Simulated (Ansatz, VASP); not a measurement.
# One calculation of Mg6F, two programs

File INCAR:

```
SYSTEM = Mg6F
ALGO     = Normal         ! electronic algorithm
EDIFF    = 1E-7           ! SCF threshold, eV
ENCUT    = 520            ! plane-wave cutoff, eV
GGA      = PE             ! functional
ISIF     = 2              ! what is computed and relaxed
ISMEAR   = 0              ! smearing method
LASPH    = .TRUE.         ! aspherical terms in the spheres
LCHARG   = .FALSE.        ! write CHGCAR
LREAL    = .FALSE.        ! projectors in reciprocal space
LWAVE    = .FALSE.        ! write WAVECAR
NBANDS   = 18             ! bands
NELM     = 60             ! most SCF steps
PREC     = Accurate       ! precision mode
SIGMA    = 0.1            ! smearing width, eV
```

File KPOINTS:

```
k-points
0
G
  4 4 4
  0 0 0
```

File POSCAR:

```
Mg6F
1.0
    4.8015071000      0.0000000000      0.0000000000
    0.0000000000      4.8015071000      0.0000000000
    0.0000000000      0.0000000000      4.8015071000
Mg F
6 1
Direct
    0.5000000000      0.5000000000      0.2070000000
    0.5000000000      0.5000000000      0.7930000000
    0.2070000000      0.5000000000      0.5000000000
    0.7930000000      0.5000000000      0.5000000000
    0.5000000000      0.2070000000      0.5000000000
    0.5000000000      0.7930000000      0.5000000000
    0.0000000000      0.0000000000      0.0000000000
```

Input for Ansatz:

```yaml
crystal:
  lattice:
    - [4.8015071, 0.0, 0.0]
    - [0.0, 4.8015071, 0.0]
    - [0.0, 0.0, 4.8015071]
  atoms:
    - { symbol: Mg, position: [0.5, 0.5, 0.207] }
    - { symbol: Mg, position: [0.5, 0.5, 0.793] }
    - { symbol: Mg, position: [0.207, 0.5, 0.5] }
    - { symbol: Mg, position: [0.793, 0.5, 0.5] }
    - { symbol: Mg, position: [0.5, 0.207, 0.5] }
    - { symbol: Mg, position: [0.5, 0.793, 0.5] }
    - { symbol: F, position: [0.0, 0.0, 0.0] }
basis:
  ecutwfc: 420
kpoints:
  mp_grid: { grid: [4, 4, 4] }
hamiltonian:
  xc: pbe
scf:
  occupations: { method: gaussian, width: 0.1 }
  lower_state_search: "off"
output:
  forces: true
  stress: true
  eigenvalues: true
```

Change from the starting cell: species swapped into the ErB6 type (Pm-3m, No. 221).

Alike in both runs: task single point; functional PBE; k mesh 4 × 4 × 4; occupations gaussian, width 0.1 eV; no spin polarisation.

|  | VASP | Ansatz |
| --- | --- | --- |
| version | VASP 6.6.1 | Ansatz 0.2.0 |
| potentials or method | VASP PAW PBE potentials, release 64 (Mg, F), cutoff 520 eV | scalar-relativistic, plane waves, PAW |
| valence electrons in the cell | 19 | 67 |

Ansatz gave:

| Property | Result |
| --- | --- |
| gap on the k mesh at the Fermi level (eV) | none |
| rms of the force components (eV/Å) | 6.642 |

Task: Which values does VASP return?

Result: gap on the k mesh at the Fermi level (eV): none; rms of the force components (eV/Å): 6.859.

Atom by atom the forces differ by 0.217 eV/Å (rms over components). A gap of «none» marks a metal or a gap that the smearing closes. VASP's potentials hold 19 valence electrons a cell and Ansatz's 67, so a difference there can come from the potentials and not from the codes.
